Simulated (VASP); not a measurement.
# NaCl: single point with PBE

The system is NaCl.

```
CELL_PARAMETERS angstrom
0.00000 3.08727 3.08727
3.08727 0.00000 3.08727
3.08727 3.08727 0.00000
ATOMIC_POSITIONS crystal
Na 0.00000 0.00000 0.00000
Cl 0.25000 0.25000 0.25000
```

```
Program                : VASP 6.6.1
Task                   : single point
Functional             : PBE
Potentials or basis    : VASP PAW PBE potentials, release 64 (Na_pv, Cl)
Cutoff                 : 520 eV
k mesh                 : 8 × 8 × 8
Occupations            : fermi-dirac, width 0.02 eV
Spin                   : no spin polarisation
Dipole correction      : no
Further INCAR settings : ALGO = Normal; EDIFF = 1e-07; NBANDS = 14
```

```yaml
Pressure: 0.7 GPa
Band_gap_on_the_k_mesh: 4.94 eV
```

Levels at points of the mesh, in eV from the valence-band top:
| k point | band 5 | band 6 | band 7 | band 8 | band 9 | band 10 |
| --- | --- | --- | --- | --- | --- | --- |
| (0.00, 0.00, 0.00) | 0.00 | 0.00 | 0.00 | 4.94 | 11.22 | 11.22 |
| (0.50, 0.00, 0.00) | -1.06 | -0.09 | -0.09 | 7.58 | 8.92 | 10.66 |
| (0.50, 0.50, 0.00) | -0.97 | -0.30 | -0.30 | 7.04 | 9.07 | 10.61 |

Run time: 38 s on 1 thread of AMD EPYC 7R13 (shared host), peak memory 0.14 GiB.

Caveat: the structure was generated, so it needn't be the stable form of NaCl. A k mesh can miss the band edges.
